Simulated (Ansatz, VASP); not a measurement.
**One calculation of SnPt3, two programs**

```
Sn Pt
1.0
     4.02928    0.00000    0.00000
     0.00000    4.02928    0.00000
     0.00000    0.00000    4.02928
Sn Pt
1 3
Direct
  0.00000 0.00000 0.00000
  0.50000 0.50000 0.00000
  0.50000 0.00000 0.50000
  0.00000 0.50000 0.50000
```

Alike in both runs: task electric field gradients; functional LDA; k mesh 10 × 10 × 10; occupations fermi-dirac, width 0.08 eV; no spin polarisation.

|  | VASP | Ansatz |
| --- | --- | --- |
| version | VASP 6.6.1 | Ansatz 0.2.0 |
| potentials or method | VASP PAW LDA potentials, release 64 (Sn_d, Pt), cutoff 520 eV | all-electron PAW with datasets made for the crystal, scalar-relativistic |

Ansatz gave:

| Quantity | Value |
| --- | --- |
| pressure (GPa) | -8.2 |
| size of Vzz on the site where it differs most (V/Å²) | 154.2 |

Q: Which values does VASP return?

A: Pressure (GPa): -7.6; size of Vzz on the site where it differs most (V/Å²): 139.8.

LDA's correlation is that of Perdew and Zunger in VASP and of Perdew and Wang (1992) in Ansatz. Ansatz ran all-electron here, and VASP with PAW potentials.

Spin-orbit coupling is off throughout.
